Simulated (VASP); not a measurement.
# Se (P6/mmm) in VASP: a series of runs

Se is run at these levels: PBE; tasks: single point.

Everything below comes from runs of VASP 6.6.1. Logs are shortened: lines on timing, memory, paths and dates and some standing lists are left out, and cuts for length are marked.

## 1. The cell of the first run

Symmetry: P6/mmm, No. 191, hexagonal system. The conventional cell has a = 4.632 Å, b = 4.632 Å, c = 3.468 Å, α = 90.00°, β = 90.00°, γ = 120.00°. Within 3.5 Å of Se (site symmetry -6m2) lie 11 Se at 2.67 to 3.47 Å. Within 4.2 Å of Se (site symmetry 6/mmm) lie 14 Se at 3.19 to 3.47 Å.

## 2. Single point, PBE

Input file INCAR:

```
SYSTEM = Se
PREC = Accurate
ENCUT = 520
EDIFF = 1E-6
ISMEAR = 0
SIGMA = 0.1
LREAL = .FALSE.
LASPH = .TRUE.
NELM = 80
ALGO = Normal
ISIF = 2
LWAVE = .FALSE.
LCHARG = .FALSE.
GGA = PE
NBANDS = 16
```

Input file KPOINTS:

```
regular mesh
0
G
  6 6 4
  0 0 0
```

Input file POSCAR:

```
Se
1.0
    4.6319850131      0.0000000000      0.0000000000
   -2.3159925066      4.0114166912      0.0000000000
    0.0000000000      0.0000000000      3.4676661815
Se
3
Direct
    0.3333333333      0.6666666667      0.5000000000
    0.0000000000      0.0000000000      0.0000000000
    0.6666666667      0.3333333333      0.5000000000
```

Potentials or basis: VASP PAW PBE potentials, release 64 (Se).

Command:

```
cat potpaw_PBE.64/Se/POTCAR > POTCAR
mpirun -np 1 vasp_std > vasp.out
```

OUTCAR:

```text
SYSTEM = Se
   PREC = Accurate
   ENCUT = 520
   EDIFF = 1E-6
   ISMEAR = 0
   LREAL = .FALSE.
   LASPH = .TRUE.
   NELM = 80
   ISIF = 2
   GGA = PE

 ion  position               nearest neighbor table
   1  0.333  0.667  0.500-   3 2.67   3 2.67   3 2.67
   2  0.000  0.000  0.000-
   3  0.667  0.333  0.500-   1 2.67   1 2.67   1 2.67

  LATTYP: Found a hexagonal cell.
 ALAT       =     4.6319850131
 C/A-ratio  =     0.7486350175

  Lattice vectors:

 A1 = (   4.6319850131,   0.0000000000,   0.0000000000)
 A2 = (  -2.3159925066,   4.0114166912,   0.0000000000)
 A3 = (   0.0000000000,   0.0000000000,   3.4676661815)

Analysis of symmetry for initial positions (statically):
=====================================================================
 Subroutine PRICEL returns:
 Original cell was already a primitive cell.

 Routine SETGRP: Setting up the symmetry group for a
 hexagonal supercell.

 Subroutine GETGRP returns: Found 24 space group operations
 (whereof 24 operations were pure point group operations)
 out of a pool of 24 trial point group operations.

The static configuration has the point symmetry D_6h.

Analysis of symmetry for dynamics (positions and initial velocities):
=====================================================================
 Subroutine PRICEL returns:
 Original cell was already a primitive cell.

 Routine SETGRP: Setting up the symmetry group for a
 hexagonal supercell.

 Subroutine GETGRP returns: Found 24 space group operations
 (whereof 24 operations were pure point group operations)
 out of a pool of 24 trial point group operations.

The dynamic configuration has the point symmetry D_6h.

 Subroutine INISYM returns: Found 24 space group operations
 (whereof 24 operations are pure point group operations),
 and found     1 'primitive' translations

----------------------------------------------------------------------------------------

                                     Primitive cell

  volume of cell :      64.4321

  direct lattice vectors                    reciprocal lattice vectors
     4.631985013  0.000000000  0.000000000     0.215890163  0.124644244  0.000000000
    -2.315992507  4.011416691  0.000000000     0.000000000  0.249288488  0.000000000
     0.000000000  0.000000000  3.467666181     0.000000000  0.000000000  0.288378393

  length of vectors
     4.631985013  4.631985013  3.467666181     0.249288488  0.249288488  0.288378393

  position of ions in fractional coordinates (direct lattice)
     0.333333333  0.666666667  0.500000000
     0.000000000  0.000000000  0.000000000
     0.666666667  0.333333333  0.500000000

  ion indices of the primitive-cell ions
   primitive index   ion index
                 1           1
                 2           2
                 3           3

----------------------------------------------------------------------------------------

 KPOINTS: regular mesh

Automatic generation of k-mesh.
 Grid dimensions read from file:
 generate k-points for:    6    6    4

 Generating k-lattice:

  Cartesian coordinates                     Fractional coordinates (reciprocal lattice)
     0.035981694  0.020774041  0.000000000     0.166666667  0.000000000  0.000000000
     0.000000000  0.041548081  0.000000000     0.000000000  0.166666667  0.000000000
     0.000000000  0.000000000  0.072094598     0.000000000  0.000000000  0.250000000

  Length of vectors
     0.041548081  0.041548081  0.072094598

  Shift w.r.t. Gamma in fractional coordinates (k-lattice)
     0.000000000  0.000000000  0.000000000

 Subroutine IBZKPT returns following result:
 ===========================================

 Found     21 irreducible k-points:

 Following reciprocal coordinates:
            Coordinates               Weight
  0.000000  0.000000  0.000000      1.000000
  0.166667  0.000000  0.000000      6.000000
  0.333333  0.000000  0.000000      6.000000
  0.500000  0.000000  0.000000      3.000000
  0.166667  0.166667  0.000000      6.000000
  0.333333  0.166667  0.000000     12.000000
[... 13 lines left out ...]
  0.333333  0.166667  0.500000     12.000000
  0.333333  0.333333  0.500000      2.000000
   k-points           NKPTS =     21   k-points in BZ     NKDIM =     21   number of bands    NBANDS=     16
   number of dos      NEDOS =    301   number of ions     NIONS =      3
   total plane-waves  NPLWV =  36288
   dimension x,y,z NGX =    36 NGY =   36 NGZ =   28
   dimension x,y,z NGXF=    72 NGYF=   72 NGZF=   56
   ions per type =               3
   NGX,Y,Z   is equivalent  to a cutoff of  12.92, 12.92, 13.42 a.u.
   NGXF,Y,Z  is equivalent  to a cutoff of  25.84, 25.84, 26.85 a.u.
 SYSTEM =  Se
   PREC   = accura    normal or accurate (medium, high low for compatibility)
   ISTART =      0    job   : 0-new  1-cont  2-samecut
   ICHARG =      2    charge: 1-file 2-atom 10-const
   ISPIN  =      1    spin polarized calculation?
   LNONCOLLINEAR =      F non collinear calculations
   LSORBIT =      F    spin-orbit coupling
   LASPH  =      T    aspherical Exc in radial PAW
   ENCUT  =  520.0 eV  38.22 Ry    6.18 a.u.   8.61  8.61  6.45*2*pi/ulx,y,z
   NELM   =     80;   NELMIN=  2; NELMDL= -5     # of ELM steps
   EDIFF  = 0.1E-05   stopping-criterion for ELM
   LREAL  =      F    real-space projection
   EDIFFG = 0.1E-04   stopping-criterion for IOM
   NSW    =      0    number of steps for IOM
   IBRION =     -1    ionic relax: 0-MD 1-quasi-New 2-CG
   NFREE  =      0    steps in history (QN), initial steepest desc. (CG)
   ISIF   =      2    stress and relaxation
   ISYM   =      2    0-nonsym 1-usesym 2-fastsym
   POTIM  = 0.5000    time-step for ionic-motion
   TEBEG  =    0.0;   TEEND  =   0.0 temperature during run
   PSTRESS=    0.0 pullay stress
   NELECT =      18.0000    total number of electrons
   NUPDOWN=      -1.0000    fix difference up-down
   EMIN   =  10.00;   EMAX   =-10.00  energy-range for DOS
   EFERMI =   0.00;   METHOD = LEGACY
   ISMEAR =     0;   SIGMA  =   0.10  broadening in eV -4-tet -1-fermi 0-gaus
   EFERMI_NEDOS =   21; number of points for ismear=-14 and -15
   IALGO  =     38    algorithm
   IMIX   =      4    mixing-type and parameters
     AMIX     =   0.40;   BMIX     =  1.00
     AMIX_MAG =   1.60;   BMIX_MAG =  1.00
  volume/ion in A,a.u.               =      21.48       144.94
  Fermi-wavevector in a.u.,A,eV,Ry     =   1.070200  2.022385 15.583133  1.145328
  Thomas-Fermi vector in A             =   2.205903
   LORBIT       =      0    0 simple, 1 ext, 2 COOP (PROOUT), +10 PAW based schemes
   GGA     = PE    functional components
   LHFCALC =     F    Hartree Fock is set to
   AEXX    =    0.0000 exact exchange contribution
   IVDW    =     0    specifies the selected vdW correction
   LEPSILON=     F    determine dielectric tensor
   LRPA    =     F    only Hartree local field effects (RPA)
 non-spin polarized calculation
 Gauss-broadening in eV      SIGMA  =   0.10
  energy-cutoff  :      520.00
  volume of cell :       64.43
 maximum number of plane-waves:      1771
 NGX is ok and might be reduce to    36
   NGX = 17   NGY = 17   NGZ = 13

 number of electron      17.9999997 magnetization

 Free energy of the ion-electron system (eV)
  ---------------------------------------------------
  ext. energy  EPLUGINS =         0.00000000
  ---------------------------------------------------
  free energy    TOTEN  =        -8.71582656 eV

  energy without entropy =       -8.70068169  energy(sigma->0) =       -8.70825412

 E-fermi :   4.9529     XC(G=0): -10.2869

 val. band max:        4.9255328839   @ k =   0.1667   0.0000   0.5000
 cond. band min:       4.9699584418   @ k =   0.3333   0.1667   0.0000
 fundamental gap:      0.0444255579
 Fermi energy:         4.9529000651

 k-point     1 :       0.0000    0.0000    0.0000
  band No.  band energies     occupation
      1     -11.1587      2.00000
      2      -6.7327      2.00000
      3      -6.0858      2.00000
      4      -0.0909      2.00000
      5      -0.0909      2.00000
      6       1.2024      2.00000
[... 8 lines left out ...]
     15      15.7449      0.00000
     16      15.7449      0.00000

 k-point     2 :       0.1667    0.0000    0.0000
  band No.  band energies     occupation
      1     -10.9437      2.00000
      2      -6.9588      2.00000
      3      -6.5481      2.00000
      4      -0.7154      2.00000
      5      -0.0477      2.00000
      6       2.1795      2.00000
[... 8 lines left out ...]
     15      14.6596      0.00000
     16      14.8727      0.00000

 k-point     3 :       0.3333    0.0000    0.0000
  band No.  band energies     occupation
      1     -10.3171      2.00000
      2      -7.9596      2.00000
      3      -7.0114      2.00000
      4      -1.3407      2.00000
      5       0.9243      2.00000
      6       2.9639      2.00000
[... 8 lines left out ...]
     15      13.8627      0.00000
     16      14.1504      0.00000

 k-point     4 :       0.5000    0.0000    0.0000
  band No.  band energies     occupation
      1      -9.5498      2.00000
      2      -8.9729      2.00000
      3      -7.1367      2.00000
      4      -1.5608      2.00000
      5       2.2331      2.00000
      6       3.1786      2.00000
[... 8 lines left out ...]
     15      13.3813      0.00000
     16      13.9091      0.00000
[... 267 lines left out ...]
 k-point    19 :       0.1667    0.1667    0.5000
  band No.  band energies     occupation
      1      -9.5094      2.00000
      2      -7.4914      2.00000
      3      -6.7444      2.00000
      4      -0.7401      2.00000
      5      -0.2487      2.00000
      6       1.5061      2.00000
[... 8 lines left out ...]
     15      13.0528      0.00000
     16      14.9006      0.00000

 k-point    20 :       0.3333    0.1667    0.5000
  band No.  band energies     occupation
      1      -8.9259      2.00000
      2      -7.6216      2.00000
      3      -7.3756      2.00000
      4      -1.4301      2.00000
      5      -0.5588      2.00000
      6       0.9799      2.00000
[... 8 lines left out ...]
     15      14.3440      0.00000
     16      14.6840      0.00000

 k-point    21 :       0.3333    0.3333    0.5000
  band No.  band energies     occupation
      1      -8.3068      2.00000
      2      -8.3068      2.00000
      3      -7.3364      2.00000
      4      -1.9070      2.00000
      5      -0.0815      2.00000
      6      -0.0815      2.00000
[... 8 lines left out ...]
     15      15.2977      0.00000
     16      15.2977      0.00000

------------------------ aborting loop because EDIFF is reached ----------------------------------------

  FORCE on cell =-STRESS in cart. coord.  units (eV):
  Direction    XX          YY          ZZ          XY          YZ          ZX
  --------------------------------------------------------------------------------------
  -------------------------------------------------------------------------------------
  Total        0.0314953      0.0314953     -0.1305878     -0.0000000     -0.0000000      0.0000000
  in kB        0.7831667      0.7831667     -3.2472141     -0.0000000     -0.0000000      0.0000000
  external PRESSURE =      -0.5602936 kB  Pullay stress =       0.0000000 kB

 VOLUME and BASIS-vectors are now :
 -----------------------------------------------------------------------------
  energy-cutoff  :      520.00
  volume of cell :       64.43
      direct lattice vectors                 reciprocal lattice vectors
     4.631985013  0.000000000  0.000000000     0.215890163  0.124644244  0.000000000
    -2.315992507  4.011416691  0.000000000     0.000000000  0.249288488  0.000000000
     0.000000000  0.000000000  3.467666181     0.000000000  0.000000000  0.288378393

 POSITION                                       TOTAL-FORCE (eV/Angst)
 -----------------------------------------------------------------------------------
     -0.00000      2.67428      1.73383        -0.000000     -0.000000     -0.000000
      0.00000      0.00000      0.00000        -0.000000     -0.000000      0.000000
      2.31599      1.33714      1.73383         0.000000      0.000000      0.000000
 -----------------------------------------------------------------------------------
    total drift:                                0.000000      0.000000     -0.000000

  FREE ENERGIE OF THE ION-ELECTRON SYSTEM (eV)
  ---------------------------------------------------
  free  energy   TOTEN  =        -8.7158265633 eV

  energy  without entropy=       -8.7006816852  energy(sigma->0) =       -8.70825412
```

Run time: 18 s. Hardware: 1 thread of Intel Xeon Platinum 8259CL at 2.50GHz (Skylake/Cascade Lake), shared host; peak memory 0.18 GiB.

Results:

```
Free energy            : -8.7158 eV
Pressure               : -0.1 GPa
Band gap on the k mesh : zero (band 9 reaches 6.35 eV, above the bottom of band 10 at 3.55 eV)
```

Stress tensor (GPa, compression positive):
```
 0.08  0.00  0.00
 0.00  0.08  0.00
 0.00  0.00 -0.32
```

Caveat: the k points lie up to 0.45 Å⁻¹ apart.

## 3. Single point, PBE

This run uses another cell than the first one, of 25.30 Å³/atom, 1.178 times its volume.

Input file INCAR:

```
SYSTEM = Se
  PREC = Accurate
  ENCUT = 520
  EDIFF = 1E-7
  ISMEAR = 0
  SIGMA = 0.1
  LREAL = .FALSE.
  LASPH = .TRUE.
  NELM = 60
  ALGO = Normal
  ISIF = 2
  LWAVE = .FALSE.
  LCHARG = .FALSE.
  GGA = PE
  NBANDS = 16
```

Input file KPOINTS:

```
Automatic mesh
0
G
  6 6 4
  0 0 0
```

Input file POSCAR:

```
Se
1.0
    4.6849931663      0.0000000000      0.0000000000
   -2.3424965832      4.0573230985      0.0000000000
    0.0000000000      0.0000000000      3.9935937188
Se
3
Direct
    0.3333333333      0.6666666667      0.5000000000
    0.0000000000      0.0000000000      0.0000000000
    0.6666666667      0.3333333333      0.5000000000
```

Potentials or basis: VASP PAW PBE potentials, release 64 (Se).

Command:

```
cat potpaw_PBE.64/Se/POTCAR > POTCAR
mpirun -np 1 vasp_std > vasp.out
```

Wall time 20 s (1 thread of Intel Xeon Platinum 8259CL at 2.50GHz (Skylake/Cascade Lake), shared host); peak memory 0.18 GiB.

Results (log left out):

| Item | Value |
| --- | --- |
| Free energy | -8.4815 eV |
| Pressure | -5.2 GPa |
| Band gap on the k mesh | zero (band 9 reaches 3.95 eV, above the bottom of band 10 at 2.73 eV) |

Stress tensor (GPa, compression positive):
```
-5.07  0.00  0.00
 0.00 -5.07  0.00
 0.00  0.00 -5.50
```

Levels at points of the mesh, in eV from the Fermi level:
```tsv
k point	band 7	band 8	band 9	band 10	band 11	band 12
(0.00, 0.00, 0.00)	-2.50	-2.50	0.82	0.92	2.23	2.23
(0.50, 0.00, 0.00)	-1.48	-1.42	-0.17	0.25	1.06	1.99
(0.00, 0.00, 0.50)	-1.77	-1.06	-1.06	-0.40	-0.26	-0.26
(0.50, 0.00, 0.50)	-2.00	-1.43	0.26	0.86	1.36	2.22
```

Caveat: the k points lie up to 0.39 Å⁻¹ apart.

## 4. Single point, PBE

This run uses another cell than the first one, of 21.56 Å³/atom, 1.004 times its volume.

Input file INCAR:

```
SYSTEM = Se
PREC = Accurate
ENCUT = 520
EDIFF = 1E-7
ISMEAR = 0
SIGMA = 0.1
LREAL = .FALSE.
LASPH = .TRUE.
NELM = 80
ALGO = Normal
ISIF = 2
LWAVE = .FALSE.
LCHARG = .FALSE.
GGA = PE
NBANDS = 16
```

Input file KPOINTS:

```
regular mesh
0
G
  6 6 6
  0 0 0
```

Input file POSCAR:

```
Se
1.0
    4.6198272112      0.0000000000      0.0000000000
   -2.3099136056      4.0008877260      0.0000000000
    0.0000000000      0.0000000000      3.4998392556
Se
3
Direct
    0.3333333333      0.6666666667      0.5000000000
    0.0000000000      0.0000000000      0.0000000000
    0.6666666667      0.3333333333      0.5000000000
```

Command:

```
cat potpaw_PBE.64/Se/POTCAR > POTCAR
mpirun -np 1 vasp_std > vasp.out
```

Wall time 25 s (1 thread of Intel Xeon Platinum 8259CL at 2.50GHz (Skylake/Cascade Lake), shared host); peak memory 0.18 GiB.

Results (log left out):

```
Free energy            : -8.6993 eV
Pressure               : 0.0 GPa
Band gap on the k mesh : zero (band 9 reaches 6.23 eV, above the bottom of band 10 at 3.57 eV)
```

Stress tensor (GPa, compression positive):
```
 0.09  0.00  0.00
 0.00  0.09  0.00
 0.00  0.00 -0.06
```

Levels at points of the mesh, in eV from the Fermi level:
| k point | band 7 | band 8 | band 9 | band 10 | band 11 | band 12 |
| --- | --- | --- | --- | --- | --- | --- |
| (0.00, 0.00, 0.00) | -3.67 | -2.95 | 1.34 | 1.46 | 3.01 | 3.01 |
| (0.50, 0.00, 0.00) | -1.20 | -1.02 | -0.11 | 0.75 | 1.04 | 1.58 |
| (0.00, 0.00, 0.50) | -2.70 | -1.58 | -1.58 | -1.32 | -0.64 | -0.64 |
| (0.50, 0.00, 0.50) | -3.00 | -2.03 | 0.11 | 0.84 | 1.43 | 2.17 |

## 5. Overview

```csv
cell,k mesh,gap on the mesh (eV),pressure (GPa)
"a = 4.632, b = 4.632, c = 3.468 Å, angles 90.0, 90.0, 120.0°, 3 atoms",6 × 6 × 4,none,-0.1
"a = 4.685, b = 4.685, c = 3.994 Å, angles 90.0, 90.0, 120.0°, 3 atoms",6 × 6 × 4,none,-5.2
"a = 4.620, b = 4.620, c = 3.500 Å, angles 90.0, 90.0, 120.0°, 3 atoms",6 × 6 × 6,none,0.0
```

Alike in all rows: task single point; level PBE; potentials or basis VASP PAW PBE potentials, release 64 (Se); no spin polarisation; cutoff (eV) 520; smearing gaussian 0.1 eV.

Caveats: some runs use coarse meshes.

Absolute energies hang on the potentials; compare differences alone.
